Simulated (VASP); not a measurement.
**MoS2: single point with PBE+D3(BJ)**

The system is MoS2.

```
Mo S
1.0
     1.57647    0.91018    5.99653
    -1.57647    0.91018    5.99653
     0.00000   -1.82036    5.99653
Mo S
1 2
Direct
  0.02749 0.02749 0.94506
  0.71236 0.71236 0.83596
  0.53869 0.53869 0.66179
```

This cell differs from its parent crystal: atoms displaced along a vibrational mode.

* Program: VASP 6.6.1
* Task: single point
* Functional: PBE
* Dispersion: D3(BJ)
* Potentials or basis: VASP PAW PBE potentials, release 64 (Mo_sv, S)
* Cutoff: 520 eV
* k mesh: 12 × 12 × 12
* Occupations: gaussian, width 0.05 eV
* Spin: no spin polarisation
* Dipole correction: no
* Further INCAR settings: ALGO = Normal; EDIFF = 1e-06; NBANDS = 20

```
Pressure                   : 7.4 GPa
Largest force              : 6.019 eV/Å
Band gap on the k mesh     : 0.27 eV (least direct gap 0.35 eV)
Dispersion energy per atom : -0.440 eV
```

Forces in eV/Å, atoms in the order of the input:
```
Mo   0.000 -6.019 -0.001
S    0.000  2.999  1.336
S    0.000  3.020 -1.336
```

Stress tensor (GPa, compression positive):
```
13.56  0.00  0.00
 0.00 -3.73  0.02
 0.00  0.02 12.23
```

Levels at points of the mesh, in eV from the valence-band top:
```
           k point  band 9  band 10  band 11  band 12  band 13  band 14  band 15  band 16  band 17  band 18
(0.00, 0.00, 0.00)   -3.34    -2.69    -1.36    -1.23    -0.11     0.27     1.38     1.90     3.81     6.80
(0.50, 0.00, 0.00)   -4.85    -3.48    -2.78    -2.56    -0.11     1.39     1.52     2.18     4.96     6.02
(0.00, 0.00, 0.50)   -5.55    -4.76    -1.65    -1.60    -0.93     1.80     2.02     2.69     3.73     4.63
(0.50, 0.50, 0.00)   -5.19    -4.67    -2.41    -1.88    -0.77     1.72     1.77     2.67     4.47     5.31
(0.50, 0.00, 0.50)   -4.71    -3.83    -2.84    -2.40    -0.33     1.36     1.68     2.37     4.88     6.26
(0.50, 0.50, 0.50)   -3.66    -3.35    -2.71    -0.16     0.00     0.35     1.22     1.74     4.04     6.93
```

It took 35 min on 1 thread of Oxide Virtual Turin-like Processor, on a shared host, peak memory 0.63 GiB.

Caveat: the cell differs from its parent crystal (atoms displaced along a vibrational mode); the stress differs along the axes, from -4 to 14 GPa; forces of over 1 eV/Å act on the atoms, so gaps and moduli don't describe the material at rest. A k mesh can miss the band edges.
